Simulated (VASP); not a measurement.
# Be2CdO3 (P3m1) in VASP: further runs

Be2CdO3 is run at these levels: PBE; tasks: single point, relaxation of cell and atoms.

Program: VASP 6.6.1. These are calculated values, not measurements. Logs are shortened: lines on timing, memory, paths and dates and some standing lists are left out, and cuts for length are marked.

**1. The cell of the first run**

It takes space group P3m1 (No. 156, trigonal). Conventional cell: a = 2.942 Å, b = 2.942 Å, c = 7.765 Å, α = 90.00°, β = 90.00°, γ = 120.00°. Within 2.1 Å of Be (site symmetry 3m) lie 4 O at 1.57 to 1.79 Å. Be (site symmetry 3m) has 4 O at 1.60 to 1.78 Å within 2.1 Å. Cd (site symmetry 3m) has 4 O at 2.14 to 2.17 Å within 2.8 Å. O (site symmetry 3m) has 1 Be at 1.57 Å and 3 Cd at 2.14 Å within 2.2 Å. Within 2.1 Å of O (site symmetry 3m) lie 4 Be at 1.60 to 1.79 Å. O (site symmetry 3m) has 3 Be at 1.78 Å and 1 Cd at 2.17 Å within 2.4 Å.

**2. Single point, PBE**

INCAR reads:

```
PREC = Accurate ; ENCUT = 600
EDIFF = 1E-6 ; ISMEAR = 0
SIGMA = 0.15 ; LREAL = F
LASPH = T ; NELM = 120
ALGO = Normal ; ISIF = 2
LWAVE = F ; LCHARG = T
GGA = PE ; LELF = T
LVHAR = T ; NBANDS = 26
GGA_COMPAT = F
```

KPOINTS reads:

```
regular mesh
0
Gamma
  5 5 2
```

POSCAR reads:

```
Be2CdO3
1.0
    2.9417862512      0.0000000000      0.0000000000
   -1.4708931256      2.5476616260      0.0000000000
    0.0000000000      0.0000000000      7.7648518532
Be Cd O
2 1 3
Direct
    0.6666666667      0.3333333333      0.6339301919
    0.3333333333      0.6666666667      0.3547158297
    0.0000000000      0.0000000000      0.0048023120
    0.6666666667      0.3333333333      0.8366170868
    0.3333333333      0.6666666667      0.5601931752
    0.0000000000      0.0000000000      0.2847414044
```

Potentials or basis: VASP PAW PBE potentials, release 64 (Be, Cd, O).

The run is started by

```console
cat potpaw_PBE.64/Be/POTCAR potpaw_PBE.64/Cd/POTCAR potpaw_PBE.64/O/POTCAR > POTCAR
mpirun -np 1 vasp_std > vasp.out
```

OUTCAR:

```text
PREC = Accurate
   ENCUT = 600
   EDIFF = 1E-6
   ISMEAR = 0
   LREAL = F
   LASPH = T
   NELM = 120
   ISIF = 2
   GGA = PE

 ion  position               nearest neighbor table
   1  0.667  0.333  0.634-   4 1.57   5 1.79   5 1.79   5 1.79
   2  0.333  0.667  0.355-   5 1.60   6 1.78   6 1.78   6 1.78
   3  0.000  0.000  0.005-   4 2.14   4 2.14   4 2.14   6 2.17
   4  0.667  0.333  0.837-   1 1.57   3 2.14   3 2.14   3 2.14
   5  0.333  0.667  0.560-   2 1.60   1 1.79   1 1.79   1 1.79
   6  0.000  0.000  0.285-   2 1.78   2 1.78   2 1.78   3 2.17

  LATTYP: Found a hexagonal cell.
 ALAT       =     2.9417862512
 C/A-ratio  =     2.6395023942

  Lattice vectors:

 A1 = (   2.9417862512,   0.0000000000,   0.0000000000)
 A2 = (  -1.4708931256,   2.5476616260,   0.0000000000)
 A3 = (   0.0000000000,   0.0000000000,   7.7648518532)

Analysis of symmetry for initial positions (statically):
=====================================================================
 Subroutine PRICEL returns:
 Original cell was already a primitive cell.

 Routine SETGRP: Setting up the symmetry group for a
 hexagonal supercell.

 Subroutine GETGRP returns: Found  6 space group operations
 (whereof  6 operations were pure point group operations)
 out of a pool of 24 trial point group operations.

The static configuration has the point symmetry C_3v.

Analysis of symmetry for dynamics (positions and initial velocities):
=====================================================================
 Subroutine PRICEL returns:
 Original cell was already a primitive cell.

 Routine SETGRP: Setting up the symmetry group for a
 hexagonal supercell.

 Subroutine GETGRP returns: Found  6 space group operations
 (whereof  6 operations were pure point group operations)
 out of a pool of 24 trial point group operations.

The dynamic configuration has the point symmetry C_3v.

 Subroutine INISYM returns: Found  6 space group operations
 (whereof  6 operations are pure point group operations),
 and found     1 'primitive' translations

----------------------------------------------------------------------------------------

                                     Primitive cell

  volume of cell :      58.1950

  direct lattice vectors                    reciprocal lattice vectors
     2.941786251  0.000000000  0.000000000     0.339929524  0.196258402  0.000000000
    -1.470893126  2.547661626  0.000000000     0.000000000  0.392516804  0.000000000
     0.000000000  0.000000000  7.764851853     0.000000000  0.000000000  0.128785458

  length of vectors
     2.941786251  2.941786251  7.764851853     0.392516804  0.392516804  0.128785458

  position of ions in fractional coordinates (direct lattice)
     0.666666667  0.333333333  0.633930192
     0.333333333  0.666666667  0.354715830
     0.000000000  0.000000000  0.004802312
     0.666666667  0.333333333  0.836617087
     0.333333333  0.666666667  0.560193175
     0.000000000  0.000000000  0.284741404

  ion indices of the primitive-cell ions
   primitive index   ion index
                 1           1
                 2           2
                 3           3
                 4           4
                 5           5
                 6           6

----------------------------------------------------------------------------------------

 KPOINTS: regular mesh

Automatic generation of k-mesh.
 Grid dimensions read from file:
 generate k-points for:    5    5    2

 Generating k-lattice:

  Cartesian coordinates                     Fractional coordinates (reciprocal lattice)
     0.067985905  0.039251680  0.000000000     0.200000000  0.000000000  0.000000000
     0.000000000  0.078503361  0.000000000     0.000000000  0.200000000  0.000000000
     0.000000000  0.000000000  0.064392729     0.000000000  0.000000000  0.500000000

  Length of vectors
     0.078503361  0.078503361  0.064392729

  Shift w.r.t. Gamma in fractional coordinates (k-lattice)
     0.000000000  0.000000000  0.000000000

 Subroutine IBZKPT returns following result:
 ===========================================

 Found     10 irreducible k-points:

 Following reciprocal coordinates:
            Coordinates               Weight
  0.000000  0.000000  0.000000      1.000000
  0.200000  0.000000  0.000000      6.000000
  0.400000  0.000000  0.000000      6.000000
  0.200000  0.200000  0.000000      6.000000
  0.400000  0.200000  0.000000      6.000000
  0.000000  0.000000  0.500000      1.000000
  0.200000  0.000000  0.500000      6.000000
  0.400000  0.000000  0.500000      6.000000
  0.200000  0.200000  0.500000      6.000000
  0.400000  0.200000  0.500000      6.000000
   k-points           NKPTS =     10   k-points in BZ     NKDIM =     10   number of bands    NBANDS=     26
   number of dos      NEDOS =    301   number of ions     NIONS =      6
   total plane-waves  NPLWV =  36864
   dimension x,y,z NGX =    24 NGY =   24 NGZ =   64
   dimension x,y,z NGXF=    48 NGYF=   48 NGZF=  128
   ions per type =               2   1   3
   NGX,Y,Z   is equivalent  to a cutoff of  13.56, 13.56, 13.70 a.u.
   NGXF,Y,Z  is equivalent  to a cutoff of  27.13, 27.13, 27.40 a.u.
 SYSTEM =  unknown system
   PREC   = accura    normal or accurate (medium, high low for compatibility)
   ISTART =      0    job   : 0-new  1-cont  2-samecut
   ICHARG =      2    charge: 1-file 2-atom 10-const
   ISPIN  =      1    spin polarized calculation?
   LNONCOLLINEAR =      F non collinear calculations
   LSORBIT =      F    spin-orbit coupling
   LASPH  =      T    aspherical Exc in radial PAW
   ENCUT  =  600.0 eV  44.10 Ry    6.64 a.u.   5.88  5.88 15.51*2*pi/ulx,y,z
   NELM   =    120;   NELMIN=  2; NELMDL= -5     # of ELM steps
   EDIFF  = 0.1E-05   stopping-criterion for ELM
   LREAL  =      F    real-space projection
   EDIFFG = 0.1E-04   stopping-criterion for IOM
   NSW    =      0    number of steps for IOM
   IBRION =     -1    ionic relax: 0-MD 1-quasi-New 2-CG
   NFREE  =      0    steps in history (QN), initial steepest desc. (CG)
   ISIF   =      2    stress and relaxation
   ISYM   =      2    0-nonsym 1-usesym 2-fastsym
   POTIM  = 0.5000    time-step for ionic-motion
   TEBEG  =    0.0;   TEEND  =   0.0 temperature during run
   PSTRESS=    0.0 pullay stress
   NELECT =      34.0000    total number of electrons
   NUPDOWN=      -1.0000    fix difference up-down
   EMIN   =  10.00;   EMAX   =-10.00  energy-range for DOS
   EFERMI =   0.00;   METHOD = LEGACY
   ISMEAR =     0;   SIGMA  =   0.15  broadening in eV -4-tet -1-fermi 0-gaus
   EFERMI_NEDOS =   21; number of points for ismear=-14 and -15
   IALGO  =     38    algorithm
   IMIX   =      4    mixing-type and parameters
     AMIX     =   0.40;   BMIX     =  1.00
     AMIX_MAG =   1.60;   BMIX_MAG =  1.00
  volume/ion in A,a.u.               =       9.70        65.45
  Fermi-wavevector in a.u.,A,eV,Ry     =   1.368587  2.586255 25.484131  1.873031
  Thomas-Fermi vector in A             =   2.494538
   LORBIT       =      0    0 simple, 1 ext, 2 COOP (PROOUT), +10 PAW based schemes
   GGA     = PE    functional components
   LHFCALC =     F    Hartree Fock is set to
   AEXX    =    0.0000 exact exchange contribution
   IVDW    =     0    specifies the selected vdW correction
   LEPSILON=     F    determine dielectric tensor
   LRPA    =     F    only Hartree local field effects (RPA)
 non-spin polarized calculation
 Gauss-broadening in eV      SIGMA  =   0.15
  energy-cutoff  :      600.00
  volume of cell :       58.20
 maximum number of plane-waves:      1958
 NGX is ok and might be reduce to    24
   NGX = 11   NGY = 11   NGZ = 31

 number of electron      34.0000001 magnetization

 Free energy of the ion-electron system (eV)
  ---------------------------------------------------
  ext. energy  EPLUGINS =         0.00000000
  ---------------------------------------------------
  free energy    TOTEN  =       -34.30899518 eV

  energy without entropy =      -34.30897932  energy(sigma->0) =      -34.30898725

 E-fermi :   3.4380     XC(G=0): -11.0130

 val. band max:        3.0568037877   @ k =   0.0000   0.0000   0.0000
 cond. band min:       3.7868939600   @ k =   0.0000   0.0000   0.0000
 fundamental gap:      0.7300901723
 Fermi energy:         3.4379565640

 k-point     1 :       0.0000    0.0000    0.0000
  band No.  band energies     occupation
      1     -15.7481      2.00000
      2     -14.8940      2.00000
      3     -14.3594      2.00000
      4      -5.7177      2.00000
      5      -5.0803      2.00000
      6      -5.0803      2.00000
[... 18 lines left out ...]
     25      15.5375      0.00000
     26      15.5814      0.00000

 k-point     2 :       0.2000    0.0000    0.0000
  band No.  band energies     occupation
      1     -15.4525      2.00000
      2     -14.6832      2.00000
      3     -14.1913      2.00000
      4      -5.4962      2.00000
      5      -5.0253      2.00000
      6      -4.7168      2.00000
[... 18 lines left out ...]
     25      15.8693      0.00000
     26      16.4311      0.00000

 k-point     3 :       0.4000    0.0000    0.0000
  band No.  band energies     occupation
      1     -14.8787      2.00000
      2     -14.3073      2.00000
      3     -13.9611      2.00000
      4      -5.7194      2.00000
      5      -4.9429      2.00000
      6      -4.5136      2.00000
[... 18 lines left out ...]
     25      16.2219      0.00000
     26      16.6009      0.00000

 k-point     4 :       0.2000    0.2000    0.0000
  band No.  band energies     occupation
      1     -15.0071      2.00000
      2     -14.3810      2.00000
      3     -13.9956      2.00000
      4      -5.3424      2.00000
      5      -4.9059      2.00000
      6      -4.7997      2.00000
[... 18 lines left out ...]
     25      15.8972      0.00000
     26      15.9718      0.00000

 k-point     5 :       0.4000    0.2000    0.0000
  band No.  band energies     occupation
      1     -14.6815      2.00000
      2     -14.1657      2.00000
      3     -13.9134      2.00000
      4      -5.3188      2.00000
      5      -5.0805      2.00000
      6      -4.5353      2.00000
[... 18 lines left out ...]
     25      16.3519      0.00000
     26      16.7059      0.00000

 k-point     6 :       0.0000    0.0000    0.5000
  band No.  band energies     occupation
      1     -15.7039      2.00000
      2     -15.0271      2.00000
      3     -14.2641      2.00000
      4      -5.6757      2.00000
      5      -5.0802      2.00000
      6      -5.0802      2.00000
[... 18 lines left out ...]
     25      15.5505      0.00000
     26      16.0644      0.00000

 k-point     7 :       0.2000    0.0000    0.5000
  band No.  band energies     occupation
      1     -15.4203      2.00000
      2     -14.7774      2.00000
      3     -14.1262      2.00000
      4      -5.4719      2.00000
      5      -5.0038      2.00000
      6      -4.7169      2.00000
[... 18 lines left out ...]
     25      15.9129      0.00000
     26      16.4199      0.00000

 k-point     8 :       0.4000    0.0000    0.5000
  band No.  band energies     occupation
      1     -14.8727      2.00000
      2     -14.3221      2.00000
      3     -13.9526      2.00000
      4      -5.7174      2.00000
      5      -4.9441      2.00000
      6      -4.5152      2.00000
[... 18 lines left out ...]
     25      15.8145      0.00000
     26      17.0931      0.00000

 k-point     9 :       0.2000    0.2000    0.5000
  band No.  band energies     occupation
      1     -14.9929      2.00000
      2     -14.4217      2.00000
      3     -13.9690      2.00000
      4      -5.3354      2.00000
      5      -4.9021      2.00000
      6      -4.8051      2.00000
[... 18 lines left out ...]
     25      15.8050      0.00000
     26      16.3190      0.00000

 k-point    10 :       0.4000    0.2000    0.5000
  band No.  band energies     occupation
      1     -14.6816      2.00000
      2     -14.1629      2.00000
      3     -13.9161      2.00000
      4      -5.3193      2.00000
      5      -5.0703      2.00000
      6      -4.5445      2.00000
[... 18 lines left out ...]
     25      15.8404      0.00000
     26      16.7195      0.00000

------------------------ aborting loop because EDIFF is reached ----------------------------------------

  FORCE on cell =-STRESS in cart. coord.  units (eV):
  Direction    XX          YY          ZZ          XY          YZ          ZX
  --------------------------------------------------------------------------------------
  -------------------------------------------------------------------------------------
  Total        0.2632651      0.2632651      0.3896841      0.0000000      0.0000000     -0.0000000
  in kB        7.2479934      7.2479934     10.7284551      0.0000000      0.0000000     -0.0000000
  external PRESSURE =       8.4081473 kB  Pullay stress =       0.0000000 kB

 VOLUME and BASIS-vectors are now :
 -----------------------------------------------------------------------------
  energy-cutoff  :      600.00
  volume of cell :       58.20
      direct lattice vectors                 reciprocal lattice vectors
     2.941786251  0.000000000  0.000000000     0.339929524  0.196258402  0.000000000
    -1.470893126  2.547661626  0.000000000     0.000000000  0.392516804  0.000000000
     0.000000000  0.000000000  7.764851853     0.000000000  0.000000000  0.128785458

 POSITION                                       TOTAL-FORCE (eV/Angst)
 -----------------------------------------------------------------------------------
      1.47089      0.84922      4.92237        -0.000000     -0.000000      0.038576
     -0.00000      1.69844      2.75432         0.000000      0.000000     -0.005599
      0.00000      0.00000      0.03729        -0.000000      0.000000      0.070479
      1.47089      0.84922      6.49621         0.000000      0.000000     -0.194053
     -0.00000      1.69844      4.34982        -0.000000      0.000000     -0.014346
      0.00000      0.00000      2.21097        -0.000000      0.000000      0.104943
 -----------------------------------------------------------------------------------
    total drift:                               -0.000000      0.000000      0.000276

  FREE ENERGIE OF THE ION-ELECTRON SYSTEM (eV)
  ---------------------------------------------------
  free  energy   TOTEN  =       -34.3089951800 eV

  energy  without entropy=      -34.3089793213  energy(sigma->0) =      -34.30898725
```

Run time: 48 s. Hardware: 1 thread of Intel Xeon 8259CL, shared host; peak memory 0.19 GiB.

What came out:

| Quantity | Value |
| --- | --- |
| Free energy | -34.3090 eV |
| Pressure | 0.8 GPa |
| Largest force | 0.194 eV/Å |
| Band gap on the k mesh | 0.73 eV |

Forces on the atoms (eV/Å):
```
Be   0.000  0.000  0.039
Be   0.000  0.000 -0.006
Cd   0.000  0.000  0.070
O    0.000  0.000 -0.194
O    0.000  0.000 -0.014
O    0.000  0.000  0.105
```

Stress tensor (GPa, compression positive):
```
0.72 0.00 0.00
0.00 0.72 0.00
0.00 0.00 1.07
```

Levels at points of the mesh, in eV from the valence-band top:
| k point | band 14 | band 15 | band 16 | band 17 | band 18 | band 19 | band 20 | band 21 |
| --- | --- | --- | --- | --- | --- | --- | --- | --- |
| (0.00, 0.00, 0.00) | -1.58 | -1.58 | 0.00 | 0.00 | 0.73 | 5.84 | 6.63 | 9.54 |
| (0.00, 0.00, 0.50) | -1.55 | -1.55 | -0.02 | -0.02 | 1.32 | 5.15 | 7.50 | 8.97 |

Caveat: the k points lie up to 0.49 Å⁻¹ apart.

**3. Single point, PBE**

INCAR reads:

```
  PREC = Accurate
  ENCUT = 600
  EDIFF = 1E-6
  ISMEAR = 0
  SIGMA = 0.1
  LREAL = F
  LASPH = T
  NELM = 120
  ALGO = Normal
  ISIF = 2
  LWAVE = F
  LCHARG = F
  GGA = PE
  NBANDS = 26
  GGA_COMPAT = F
```

KPOINTS reads:

```
regular mesh
0
Gamma
  6 6 2
```

POSCAR is that of step 2.

Potentials or basis: VASP PAW PBE potentials, release 64 (Be, Cd, O).

The run is started by

```console
cat potpaw_PBE.64/Be/POTCAR potpaw_PBE.64/Cd/POTCAR potpaw_PBE.64/O/POTCAR > POTCAR
mpirun -np 1 vasp_std > vasp.out
```

Run time: 52 s. Hardware: 1 thread of Intel Xeon 8259CL, shared host; peak memory 0.19 GiB.

The run converged. Its results:

```
Free energy            : -34.3132 eV
Pressure               : 0.8 GPa
Largest force          : 0.196 eV/Å
Band gap on the k mesh : 0.74 eV
```

Forces in eV/Å, atoms in the order of the input:
```
Be   0.000  0.000  0.036
Be   0.000  0.000 -0.007
Cd   0.000  0.000  0.074
O    0.000  0.000 -0.196
O    0.000  0.000 -0.014
O    0.000  0.000  0.107
```

Stress tensor (GPa, compression positive):
```
0.70 0.00 0.00
0.00 0.70 0.00
0.00 0.00 1.14
```

Levels at points of the mesh, in eV from the valence-band top:
| k point | band 13 | band 14 | band 15 | band 16 | band 17 | band 18 | band 19 | band 20 | band 21 | band 22 |
| --- | --- | --- | --- | --- | --- | --- | --- | --- | --- | --- |
| (0.00, 0.00, 0.00) | -1.64 | -1.58 | -1.58 | 0.00 | 0.00 | 0.74 | 5.84 | 6.63 | 9.54 | 11.73 |
| (0.50, 0.00, 0.00) | -3.02 | -2.72 | -2.31 | -2.29 | -0.54 | 3.71 | 5.35 | 7.32 | 8.92 | 11.17 |
| (0.00, 0.00, 0.50) | -2.32 | -1.54 | -1.54 | -0.02 | -0.02 | 1.32 | 5.16 | 7.51 | 8.98 | 11.74 |
| (0.50, 0.00, 0.50) | -3.42 | -2.97 | -2.43 | -2.00 | -0.47 | 4.04 | 5.24 | 6.69 | 9.49 | 11.01 |

(Part 1 of 2 ends here.)
